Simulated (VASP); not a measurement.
A run of VASP 6.6.1 is set up as follows.

The input INCAR:

```
SYSTEM = Ca3Lu
PREC = Accurate ; ENCUT = 600
EDIFF = 1E-6 ; ISMEAR = -1
SIGMA = 0.05 ; LREAL = .False.
LASPH = .True. ; NELM = 60
ALGO = Normal ; ISIF = 3
LWAVE = .False. ; LCHARG = .False.
GGA = PE ; IVDW = 13
IBRION = 2 ; NSW = 60
EDIFFG = -0.01
```

File KPOINTS:

```
Automatic mesh
0
Gamma
  5 5 5
  0 0 0
```

POSCAR

```
Ca3Lu
1.0
    5.3617750000      0.0000000000      0.0000000000
    0.0000000000      5.3617750000      0.0000000000
    0.0000000000      0.0000000000      5.3617750000
Lu Ca
1 3
Direct
    0.5000000000      0.5000000000      0.5000000000
    0.0000000000      0.0000000000      0.5000000000
    0.0000000000      0.5000000000      0.0000000000
    0.5000000000      0.0000000000      0.0000000000
```

Potentials or basis: VASP PAW PBE potentials, release 64 (Lu, Ca_sv).

The run is started by

```bash
$ cat potpaw_PBE.64/Lu/POTCAR potpaw_PBE.64/Ca_sv/POTCAR > POTCAR
$ mpirun -np 1 vasp_std > vasp.out
```

Problem. What does it give for the relaxed cell?

Solution. a = 5.334 Å, b = 5.334 Å, c = 5.334 Å, α = 90.00°, β = 90.00°, γ = 90.00°.

Problem. Estimate the dispersion energy per atom.

Solution. -0.098 eV.

Step by step:
```
step  energy change (eV)  largest force (eV/Å)  pressure (GPa)  volume (Å³)
   1              0.0000                0.0000           -0.35       154.14
   2             -0.0026                0.0000           -0.08       152.28
   3             -0.0027                0.0000           -0.02       151.80
```
